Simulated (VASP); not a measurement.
# Sb in VASP: notebook

Sb is run at these levels: PBE, r2SCAN; tasks: electric field gradients.

Program: VASP 6.6.1. These are calculated values, not measurements. Logs are shortened: lines on timing, memory, paths and dates and some standing lists are left out, and cuts for length are marked.

### 1 The cell of the first run

The typed cell holds 2 atoms: a = 4.561 Å, b = 4.466 Å, c = 4.451 Å, α = 57.13°, β = 57.54°, γ = 56.90°.

### 2 Electric field gradients, PBE (equal xy, yz and zx shear strains of +2 %)

File INCAR:

```
PREC = Accurate
ENCUT = 400
EDIFF = 1E-8
ISMEAR = -1
SIGMA = 0.05
LREAL = F
LASPH = T
NELM = 120
ALGO = Normal
ISIF = 2
LWAVE = F
LCHARG = F
GGA = PE
LEFG = T
NBANDS = 22
GGA_COMPAT = F
```

File KPOINTS:

```
regular mesh
0
Gamma
  9 9 9
```

File POSCAR:

```
Sb
1.0
    2.2004568288      1.3005956839      3.7779225001
   -2.1007438352      1.2575836773      3.7349104935
    0.0126070064     -2.4458593611      3.7191670064
Sb
2
Direct
    0.2336400000      0.2336400000      0.2336400000
    0.7663600000      0.7663600000      0.7663600000
```

Potentials or basis: VASP PAW PBE potentials, release 64 (Sb_d_GW).

On the command line:

```bash
$ cat potpaw_PBE.64/Sb_d_GW/POTCAR > POTCAR
$ mpirun -np 1 vasp_std > vasp.out
```

OUTCAR:

```text
PREC = Accurate
   ENCUT = 400
   EDIFF = 1E-8
   ISMEAR = -1
   LREAL = F
   LASPH = T
   NELM = 120
   ISIF = 2
   GGA = PE

 ion  position               nearest neighbor table
   1  0.234  0.234  0.234-   2 2.89   2 2.89   2 2.93   2 3.31   2 3.34   2 3.38
   2  0.766  0.766  0.766-   1 2.89   1 2.89   1 2.93   1 3.31   1 3.34   1 3.38

  LATTYP: Found a triclinic cell.
 ALAT       =     4.2640344717
 B/A-ratio  =     1.0088170701
 C/A-ratio  =     1.0439311100
 COS(alpha) =     0.0056920939
 COS(beta)  =     0.4755446219
 COS(gamma) =     0.4868514562

  Lattice vectors:

 A1 = (   2.1133508416,  -3.7034430384,  -0.0157434871)
 A2 = (   4.3012006640,   0.0430120066,   0.0430120066)
 A3 = (   0.0126070064,  -2.4458593611,   3.7191670064)

Analysis of symmetry for initial positions (statically):
=====================================================================
 Subroutine PRICEL returns:
 Original cell was already a primitive cell.

 Routine SETGRP: Setting up the symmetry group for a
 triclinic supercell.

 Subroutine GETGRP returns: Found  2 space group operations
 (whereof  2 operations were pure point group operations)
 out of a pool of  2 trial point group operations.

The static configuration has the point symmetry S_2 .

Analysis of symmetry for dynamics (positions and initial velocities):
=====================================================================
 Subroutine PRICEL returns:
 Original cell was already a primitive cell.

 Routine SETGRP: Setting up the symmetry group for a
 triclinic supercell.

 Subroutine GETGRP returns: Found  2 space group operations
 (whereof  2 operations were pure point group operations)
 out of a pool of  2 trial point group operations.

The dynamic configuration has the point symmetry S_2 .

 Subroutine INISYM returns: Found  2 space group operations
 (whereof  2 operations are pure point group operations),
 and found     1 'primitive' translations

----------------------------------------------------------------------------------------

                                     Primitive cell

  volume of cell :      59.9676

  direct lattice vectors                    reciprocal lattice vectors
     2.200456829  1.300595684  3.777922500     0.230328323  0.131072568  0.085417330
    -2.100743835  1.257583677  3.734910494    -0.234750216  0.135677306  0.090022068
     0.012607006 -2.445859361  3.719167006     0.001776874 -0.269394892  0.091707519

  length of vectors
     4.561387706  4.465892717  4.451358239     0.278437200  0.285692086  0.284582210

  position of ions in fractional coordinates (direct lattice)
     0.233640000  0.233640000  0.233640000
     0.766360000  0.766360000  0.766360000

  ion indices of the primitive-cell ions
   primitive index   ion index
                 1           1
                 2           2

----------------------------------------------------------------------------------------

 KPOINTS: regular mesh

Automatic generation of k-mesh.
 Grid dimensions read from file:
 generate k-points for:    9    9    9

 Generating k-lattice:

  Cartesian coordinates                     Fractional coordinates (reciprocal lattice)
     0.025592036  0.014563619  0.009490814     0.111111111 -0.000000000  0.000000000
    -0.026083357  0.015075256  0.010002452     0.000000000  0.111111111  0.000000000
     0.000197430 -0.029932766  0.010189724     0.000000000  0.000000000  0.111111111

  Length of vectors
     0.030937467  0.031743565  0.031620246

  Shift w.r.t. Gamma in fractional coordinates (k-lattice)
     0.000000000  0.000000000  0.000000000

 Subroutine IBZKPT returns following result:
 ===========================================

 Found    365 irreducible k-points:

 Following reciprocal coordinates:
            Coordinates               Weight
  0.000000  0.000000  0.000000      1.000000
  0.111111 -0.000000 -0.000000      2.000000
  0.222222  0.000000  0.000000      2.000000
  0.333333 -0.000000 -0.000000      2.000000
  0.444444  0.000000  0.000000      2.000000
 -0.000000  0.111111  0.000000      2.000000
[... 16 lines left out ...]
 -0.111111  0.222222  0.000000      2.000000
 -0.000000  0.333333  0.000000      2.000000
 [... further k-points ...]
   k-points           NKPTS =    365   k-points in BZ     NKDIM =    365   number of bands    NBANDS=     22
   number of dos      NEDOS =    301   number of ions     NIONS =      2
   total plane-waves  NPLWV =  27000
   dimension x,y,z NGX =    30 NGY =   30 NGZ =   30
   dimension x,y,z NGXF=    60 NGYF=   60 NGZF=   60
   ions per type =               2
   NGX,Y,Z   is equivalent  to a cutoff of  10.93, 11.17, 11.20 a.u.
   NGXF,Y,Z  is equivalent  to a cutoff of  21.87, 22.34, 22.41 a.u.
 SYSTEM =  unknown system
   PREC   = accura    normal or accurate (medium, high low for compatibility)
   ISTART =      0    job   : 0-new  1-cont  2-samecut
   ICHARG =      2    charge: 1-file 2-atom 10-const
   ISPIN  =      1    spin polarized calculation?
   LNONCOLLINEAR =      F non collinear calculations
   LSORBIT =      F    spin-orbit coupling
   LASPH  =      T    aspherical Exc in radial PAW
   ENCUT  =  400.0 eV  29.40 Ry    5.42 a.u.   7.44  7.28  7.26*2*pi/ulx,y,z
   NELM   =    120;   NELMIN=  2; NELMDL= -5     # of ELM steps
   EDIFF  = 0.1E-07   stopping-criterion for ELM
   LREAL  =      F    real-space projection
   EDIFFG = 0.1E-06   stopping-criterion for IOM
   NSW    =      0    number of steps for IOM
   IBRION =     -1    ionic relax: 0-MD 1-quasi-New 2-CG
   NFREE  =      0    steps in history (QN), initial steepest desc. (CG)
   ISIF   =      2    stress and relaxation
   ISYM   =      2    0-nonsym 1-usesym 2-fastsym
   POTIM  = 0.5000    time-step for ionic-motion
   TEBEG  =    0.0;   TEEND  =   0.0 temperature during run
   PSTRESS=    0.0 pullay stress
   NELECT =      30.0000    total number of electrons
   NUPDOWN=      -1.0000    fix difference up-down
   EMIN   =  10.00;   EMAX   =-10.00  energy-range for DOS
   EFERMI =   0.00;   METHOD = LEGACY
   ISMEAR =    -1;   SIGMA  =   0.05  broadening in eV -4-tet -1-fermi 0-gaus
   EFERMI_NEDOS =   21; number of points for ismear=-14 and -15
   IALGO  =     38    algorithm
   IMIX   =      4    mixing-type and parameters
     AMIX     =   0.40;   BMIX     =  1.00
     AMIX_MAG =   1.60;   BMIX_MAG =  1.00
  volume/ion in A,a.u.               =      29.98       202.34
  Fermi-wavevector in a.u.,A,eV,Ry     =   1.299600  2.455888 22.979705  1.688961
  Thomas-Fermi vector in A             =   2.430853
   LORBIT       =      0    0 simple, 1 ext, 2 COOP (PROOUT), +10 PAW based schemes
   GGA     = PE    functional components
   LHFCALC =     F    Hartree Fock is set to
   AEXX    =    0.0000 exact exchange contribution
   IVDW    =     0    specifies the selected vdW correction
   LEPSILON=     F    determine dielectric tensor
   LRPA    =     F    only Hartree local field effects (RPA)
 non-spin polarized calculation
  energy-cutoff  :      400.00
  volume of cell :       59.97
 maximum number of plane-waves:      1104
 NGX is ok and might be reduce to    30
   NGX = 15   NGY = 15   NGZ = 15

 number of electron      29.9999993 magnetization

 Free energy of the ion-electron system (eV)
  ---------------------------------------------------
  ext. energy  EPLUGINS =         0.00000000
  ---------------------------------------------------
  free energy    TOTEN  =        -8.27374363 eV

  energy without entropy =       -8.27191780  energy(sigma->0) =       -8.27283071

 E-fermi :   5.4272     XC(G=0):  -9.9311

 val. band max:        5.3624279736   @ k =   0.2222   0.2222   0.3333
 cond. band min:       5.4318860443   @ k =   0.3333   0.1111   0.1111
 fundamental gap:      0.0694580707
 Fermi energy:         5.4272149439

 k-point     1 :       0.0000    0.0000    0.0000
  band No.  band energies     occupation
      1     -24.0305      2.00000
      2     -24.0202      2.00000
      3     -23.9383      2.00000
      4     -23.9338      2.00000
      5     -23.9106      2.00000
      6     -23.8231      2.00000
[... 14 lines left out ...]
     21      10.7687      0.00000
     22      12.0331      0.00000
[... 552 lines left out ...]
  band No.  band energies     occupation
      1     -23.9869      2.00000
      2     -23.9672      2.00000
      3     -23.9182      2.00000
      4     -23.9040      2.00000
      5     -23.8851      2.00000
      6     -23.8486      2.00000
[... 14 lines left out ...]
     21      12.5560      0.00000
     22      16.2986      0.00000

 [... further k-points ...]

------------------------ aborting loop because EDIFF is reached ----------------------------------------

  FORCE on cell =-STRESS in cart. coord.  units (eV):
  Direction    XX          YY          ZZ          XY          YZ          ZX
  --------------------------------------------------------------------------------------
  -------------------------------------------------------------------------------------
  Total        1.3518508      0.8884943      0.9463279     -0.0473763     -0.4537583     -0.2232629
  in kB       36.1179353     23.7382561     25.2834180     -1.2657722    -12.1232415     -5.9650043
  external PRESSURE =      28.3798698 kB  Pullay stress =       0.0000000 kB

 VOLUME and BASIS-vectors are now :
 -----------------------------------------------------------------------------
  energy-cutoff  :      400.00
  volume of cell :       59.97
      direct lattice vectors                 reciprocal lattice vectors
     2.200456829  1.300595684  3.777922500     0.230328323  0.131072568  0.085417330
    -2.100743835  1.257583677  3.734910494    -0.234750216  0.135677306  0.090022068
     0.012607006 -2.445859361  3.719167006     0.001776874 -0.269394892  0.091707519

 POSITION                                       TOTAL-FORCE (eV/Angst)
 -----------------------------------------------------------------------------------
      0.02624      0.02624      2.62424        -0.050010     -0.095738      0.202518
      0.08608      0.08608      8.60776         0.050010      0.095738     -0.202518
 -----------------------------------------------------------------------------------
    total drift:                               -0.000000      0.000000      0.000000

  FREE ENERGIE OF THE ION-ELECTRON SYSTEM (eV)
  ---------------------------------------------------
  free  energy   TOTEN  =        -8.2737436292 eV

  energy  without entropy=       -8.2719177993  energy(sigma->0) =       -8.27283071

 Electric field gradients (V/A^2)
---------------------------------------------------------------------
 ion       V_xx      V_yy      V_zz      V_xy      V_xz      V_yz
---------------------------------------------------------------------
   1      19.168    28.399   -47.568     5.085     9.321    13.756
   2      19.168    28.399   -47.568     5.085     9.321    13.756
---------------------------------------------------------------------

 Electric field gradients after diagonalization (V/A^2)
 (convention: |V_zz| > |V_xx| > |V_yy|)
----------------------------------------------------------------------
 ion       V_xx      V_yy      V_zz     asymmetry (V_yy - V_xx)/ V_zz
----------------------------------------------------------------------
   1      33.952    17.020   -50.972       0.332
   2      33.952    17.020   -50.972       0.332
----------------------------------------------------------------------

           NMR quadrupolar parameters

 Cq : quadrupolar parameter    Cq=e*Q*V_zz/h
 eta: asymmetry parameters     (V_yy - V_xx)/ V_zz
 Q  : nuclear electric quadrupole moment in mb (millibarn)
----------------------------------------------------------------------
 ion       Cq(MHz)       eta       Q (mb)
----------------------------------------------------------------------
   1      -0.123       0.332       1.000
   2      -0.123       0.332       1.000
----------------------------------------------------------------------
```

Wall time 2.9 min (1 thread of Intel Xeon 6975P-C (Granite Rapids), shared host); peak memory 0.42 GiB.

What came out:

- Free energy: -8.2737 eV
- Pressure: 2.8 GPa
- Largest force: 0.230 eV/Å
- Band gap on the k mesh: zero (bands 15 and 16 overlap by 0.13 eV)
- Largest electric field gradient by atom: Sb -51.0 V/Å²

Forces on the atoms (eV/Å):
```
Sb  -0.050 -0.096  0.203
Sb   0.050  0.096 -0.203
```

Levels at points of the mesh, in eV from the Fermi level:
```csv
k point,band 13,band 14,band 15,band 16,band 17,band 18
"(0.00, 0.00, 0.00)",-2.07,-1.98,-1.61,2.10,2.61,2.87
```

Electric field gradients, principal values (V/Å²):
```tsv
atom	least	middle	greatest (by size)
1 Sb	17.020	33.952	-50.972
2 Sb	17.020	33.952	-50.972
```

Caveat: the cell differs from its parent crystal (equal xy, yz and zx shear strains of +2 %); without QUAD_EFG the Cq values of the log hold for a quadrupole moment of 1 mb, not for the nuclei; spin-orbit coupling is left out, which moves the levels of the heavy elements.

### 3 Electric field gradients, r2SCAN

File POSCAR:

```
Sb
1.0
    2.1506003320      1.2416496806      3.7440000000
   -2.1506003320      1.2416496806      3.7440000000
    0.0000000000     -2.4832993611      3.7440000000
Sb
2
Direct
    0.2336400000      0.2336400000      0.2336400000
    0.7663600000      0.7663600000      0.7663600000
```

File INCAR.step1:

```
SYSTEM = Sb
ALGO = Normal
EDIFF = 1E-5
ENCUT = 440
GGA = PE
GGA_COMPAT = .False.
ISMEAR = -1
LASPH = .True.
LCHARG = .False.
LREAL = .False.
LWAVE = .True.
NBANDS = 22
NELM = 120
PREC = Accurate
SIGMA = 0.05
```

File INCAR.step2:

```
SYSTEM = Sb
ALGO = Normal
EDIFF = 1E-8
ENCUT = 440
GGA_COMPAT = .False.
ISIF = 2
ISMEAR = -1
ISTART = 1
LASPH = .True.
LCHARG = .False.
LEFG = .True.
LMIXTAU = .True.
LREAL = .False.
LWAVE = .False.
METAGGA = R2SCAN
NBANDS = 22
NELM = 120
PREC = Accurate
SIGMA = 0.05
```

File KPOINTS:

```
k-points
0
Gamma
  9 9 9
  0 0 0
```

Potentials or basis: VASP PAW PBE potentials, release 64 (Sb_d_GW).

On the command line:

```bash
$ cat potpaw_PBE.64/Sb_d_GW/POTCAR > POTCAR
$ cp INCAR.step1 INCAR
$ mpirun -np 1 vasp_std > vasp.out
$ cp INCAR.step2 INCAR
$ mpirun -np 1 vasp_std > vasp.out
```

OUTCAR:

```text
SYSTEM = Sb
   EDIFF = 1E-8
   ENCUT = 440
   ISIF = 2
   ISMEAR = -1
   ISTART = 1
   LASPH = .True.
   LREAL = .False.
   METAGGA = R2SCAN
   NELM = 120
   PREC = Accurate

 ion  position               nearest neighbor table
   1  0.234  0.234  0.234-   2 2.90   2 2.90   2 2.90   2 3.34   2 3.34   2 3.34
   2  0.766  0.766  0.766-   1 2.90   1 2.90   1 2.90   1 3.34   1 3.34   1 3.34

  LATTYP: Found a trigonal (rhomboedric) cell.
 ALAT       =     4.4926953733
 COS(alpha) =     0.5417151843

  Lattice vectors:

 A1 = (   2.1506003320,   1.2416496806,   3.7440000000)
[... 813 lines left out ...]
  free  energy   TOTEN  =       -51.4406978629 eV

  energy  without entropy=      -51.4388129312  energy(sigma->0) =      -51.43975540

 Electric field gradients (V/A^2)
---------------------------------------------------------------------
 ion       V_xx      V_yy      V_zz      V_xy      V_xz      V_yz
---------------------------------------------------------------------
   1      30.376    30.376   -60.753     0.000    -0.000    -0.000
   2      30.376    30.376   -60.753     0.000    -0.000    -0.000
---------------------------------------------------------------------

 Electric field gradients after diagonalization (V/A^2)
 (convention: |V_zz| > |V_xx| > |V_yy|)
----------------------------------------------------------------------
 ion       V_xx      V_yy      V_zz     asymmetry (V_yy - V_xx)/ V_zz
----------------------------------------------------------------------
   1      30.376    30.376   -60.753       0.000
   2      30.376    30.376   -60.753       0.000
----------------------------------------------------------------------

           NMR quadrupolar parameters

 Cq : quadrupolar parameter    Cq=e*Q*V_zz/h
 eta: asymmetry parameters     (V_yy - V_xx)/ V_zz
 Q  : nuclear electric quadrupole moment in mb (millibarn)
----------------------------------------------------------------------
 ion       Cq(MHz)       eta       Q (mb)
----------------------------------------------------------------------
   1      -0.147       0.000       1.000
   2      -0.147       0.000       1.000
----------------------------------------------------------------------
```

Run time: 15 min. Hardware: 1 thread of AMD EPYC 7R43 (Zen 3), shared host; peak memory 0.21 GiB.

Results:

```
Free energy                             : -51.4407 eV
Pressure                                : 2.1 GPa
Largest force                           : 0.045 eV/Å
Largest electric field gradient by atom : Sb -60.8 V/Å²
```

Forces on the atoms (eV/Å):
```
Sb   0.000  0.000  0.045
Sb   0.000  0.000 -0.045
```

Stress tensor (GPa, compression positive):
```
2.18 0.00 0.00
0.00 2.18 0.00
0.00 0.00 2.02
```

Electric field gradients, principal values (V/Å²):
| atom | least | middle | greatest (by size) |
| --- | --- | --- | --- |
| 1 Sb | 30.376 | 30.376 | -60.753 |
| 2 Sb | 30.376 | 30.376 | -60.753 |

Caveat: without QUAD_EFG the Cq values of the log hold for a quadrupole moment of 1 mb, not for the nuclei; the PAW data sets were made with another functional, which shifts forces and pressure a little; spin-orbit coupling is left out, which moves the levels of the heavy elements.

(Continued in part 2 of 2.)
